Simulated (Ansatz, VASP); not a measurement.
## HfN in VASP and in Ansatz

Contents of INCAR:

```
  ALGO = Normal
  EDIFF = 1E-6
  ENCUT = 520
  GGA = CA
  ISIF = 2
  ISMEAR = 0
  LASPH = True
  LCHARG = True
  LELF = True
  LREAL = False
  LVHAR = True
  LWAVE = False
  NBANDS = 14
  NELM = 60
  PREC = Accurate
  SIGMA = 0.15
```

File KPOINTS:

```
k-points
0
Gamma
  16 16 16
```

File POSCAR:

```
HfN
1.0
    0.0000000000      2.4548220000      2.3934514500
    2.4548220000      0.0000000000      2.3934514500
    2.4548220000      2.4548220000      0.0000000000
Hf N
1 1
Direct
    0.0000000000      0.0000000000      0.0000000000
    0.7500000000      0.7500000000      0.7500000000
```

Input for Ansatz:

```yaml
crystal:
  lattice:
    - [0.0, 2.454822, 2.39345145]
    - [2.454822, 0.0, 2.39345145]
    - [2.454822, 2.454822, 0.0]
  atoms:
    - { symbol: Hf, position: [0.0, 0.0, 0.0] }
    - { symbol: "N", position: [0.75, 0.75, 0.75] }
basis:
  ecutwfc: 420
kpoints:
  mp_grid: { grid: [16, 16, 16] }
hamiltonian:
  xc: lda
scf:
  occupations: { method: gaussian, width: 0.15 }
output:
  forces: true
  stress: true
  eigenvalues: true
```

Change from the starting cell: strain +0.000 along x and y, -0.025 along z, atoms carried along.

Alike in both runs: task single point; functional LDA; k mesh 16 × 16 × 16; occupations gaussian, width 0.15 eV; no spin polarisation.

```csv
,VASP,Ansatz
version,VASP 6.6.1,Ansatz 0.2.0
potentials or method,"VASP PAW LDA potentials, release 64 (Hf_pv, N), cutoff 520 eV","scalar-relativistic, plane waves, PAW"
valence electrons in the cell,15,31
```

|  | VASP | Ansatz | Ansatz less VASP |
| --- | --- | --- | --- |
| gap on the k mesh at the Fermi level (eV) | none | none | - |
| pressure (GPa) | -5.2 | -5.0 | +0.27 |
| traceless stress, the component that is largest in VASP (GPa) | 2.52 | 2.54 | +0.018 |

LDA's correlation is that of Perdew and Zunger in VASP and of Perdew and Wang (1992) in Ansatz. A gap of «none» marks a metal or a gap that the smearing closes. VASP's potentials hold 15 valence electrons a cell and Ansatz's 31, so a difference there can come from the potentials and not from the codes.

Spin-orbit coupling is off throughout.
